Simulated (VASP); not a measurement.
Input of a VASP 6.6.1 run:

POSCAR

```
AlP
1.0
    0.0000000000      2.7255000000      2.7255000000
    2.7255000000      0.0000000000      2.7255000000
    2.7255000000      2.7255000000      0.0000000000
Al P
1 1
Direct
    0.0000000000      0.0000000000      0.0000000000
    0.2500000000      0.2500000000      0.2500000000
```

File INCAR.step1:

```
  ALGO = Normal
  EDIFF = 1E-5
  ENCUT = 550
  GGA = PE
  GGA_COMPAT = False
  ISMEAR = -1
  LASPH = True
  LCHARG = False
  LREAL = False
  LWAVE = True
  NBANDS = 11
  NELM = 120
  PREC = Accurate
  SIGMA = 0.02
```

File INCAR.step2:

```
  ALGO = Normal
  EDIFF = 1E-6
  ENCUT = 550
  GGA_COMPAT = False
  ISIF = 2
  ISMEAR = -1
  ISTART = 1
  LASPH = True
  LCHARG = False
  LMIXTAU = True
  LREAL = False
  LWAVE = False
  METAGGA = R2SCAN
  NBANDS = 11
  NELM = 120
  PREC = Accurate
  SIGMA = 0.02
```

KPOINTS

```
k-points
0
Gamma
  4 4 4
```

Potentials or basis: VASP PAW PBE potentials, release 64 (Al, P).

Command:

```bash
$ cat potpaw_PBE.64/Al/POTCAR potpaw_PBE.64/P/POTCAR > POTCAR
$ cp INCAR.step1 INCAR
$ mpirun -np 1 vasp_std > vasp.out
$ cp INCAR.step2 INCAR
$ mpirun -np 1 vasp_std > vasp.out
```

(1) What does it give for the pressure?

(2) What does it give for the band gap on the k mesh?

## Answers

(1) 1.5 GPa.

(2) 1.88 eV (least direct gap 4.05 eV).

Caveat: the k points lie up to 0.50 Å⁻¹ apart; the PAW data sets were made with another functional, which shifts forces and pressure a little.
